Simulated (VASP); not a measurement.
# Y: relaxation of volume and atoms at fixed shape with PBEsol

Y:

```
Y
1.0
     0.00000    2.54500    2.54500
     2.54500    0.00000    2.54500
     2.54500    2.54500    0.00000
Y
1
Cartesian
  0.0000 0.0000 0.0000
```

This isn't the form of Y at room conditions, which is hcp.

```json
{"Program": "VASP 6.6.1", "Task": "relaxation of volume and atoms at fixed shape", "Functional": "PBEsol", "Potentials or basis": "VASP PAW PBE potentials, release 64 (Y_sv)", "Cutoff": "500 eV", "k mesh": "9 × 9 × 9", "Occupations": "gaussian, width 0.05 eV", "Spin": "no spin polarisation", "Dipole correction": "no", "Further INCAR settings": "ALGO = Normal; EDIFF = 1e-07; IBRION = 2; EDIFFG = -0.01; NSW = 80; ISIF = 8"}
```

- Relaxed volume: 30.78 Å³/atom
- Relaxed cell: a = 3.518 Å, b = 3.518 Å, c = 3.518 Å, α = 60.00°, β = 60.00°, γ = 60.00°
- Space group after relaxing (to 0.1 Å): Fm-3m (No. 225)
- Energy gained by relaxing: 18.3 meV/atom
- Ionic steps: 3
- Pressure after relaxing: 0.0 GPa
- Band gap on the k mesh: zero (an odd number of electrons rules out a gap without spin polarisation)

The path:
```tsv
step	energy change (eV)	largest force (eV/Å)	pressure (GPa)	volume (Å³)
1	0.0000	0.0000	-2.53	32.97
2	-0.0181	0.0000	0.34	30.55
3	-0.0183	0.0000	0.01	30.78
```

Final structure:
```
Y
1.0
     0.00000    2.48743    2.48743
     2.48743    0.00000    2.48743
     2.48743    2.48743    0.00000
Y
1
Direct
  0.00000 0.00000 0.00000
```

Levels at points of the mesh, in eV from the Fermi level:
| k point | band 3 | band 4 | band 5 | band 6 | band 7 | band 8 |
| --- | --- | --- | --- | --- | --- | --- |
| (0.00, 0.00, 0.00) | -22.17 | -22.17 | -4.90 | 1.79 | 1.79 | 1.79 |

Run time: 22 s on 1 thread of Intel(R) Xeon(R) Platinum 8488C (Sapphire Rapids), with other jobs on the host, peak memory 0.18 GiB.

Caveat: the PAW data sets were made with another functional, which shifts forces and pressure a little.
